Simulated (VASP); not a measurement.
Runs of VASP 6.6.1 on InSb3. The structure is that of space group Fm-3m (No. 225), or close to it. The cells are those of the table. 

```tsv
task	cell	k mesh	cutoff (eV)	gap on the mesh (eV)	pressure (GPa)
single point	a = 5.319 Å, angles 60.0°, 4 atoms	10 × 10 × 10	520	none	(b)
single point	a = 5.159 Å, angles 60.0°, 4 atoms	10 × 10 × 10	520	none	4.5
relaxation of cell and atoms	relaxed from a = 5.366 Å, angles 60.0°, 4 atoms	10 × 10 × 10	600	-	0.0
single point	a = 5.370 Å, angles 60.0°, 4 atoms	10 × 10 × 10	520	none	(a)
single point	a = 5.366 Å, angles 60.0°, 4 atoms	4 × 4 × 4	520	none	-4.3
single point	a = 5.266 Å, angles 60.0°, 4 atoms	10 × 10 × 10	520	none	0.0
single point	a = 5.213 Å, angles 60.0°, 4 atoms	10 × 10 × 10	520	none	2.0
```

Alike in all rows: level PBEsol; potentials or basis VASP PAW PBE potentials, release 64 (In_d, Sb); no spin polarisation; smearing gaussian 0.1 eV.

Question: Estimate the missing entries.

Answer: (a) -3.2; (b) -1.7.

Caveats: the PAW data sets were made with another functional, which shifts forces and pressure a little; spin-orbit coupling is left out, which moves the levels of the heavy elements; the cell stands under tension (at least some runs); the cell stands under pressure (at least some runs); the highest band is partly filled, so the run has too few bands (at least some runs).

A k mesh can miss the band edges, and the runs leave out spin-orbit coupling on In, Sb.

A gap of «none» marks levels without a gap at the run's occupations.
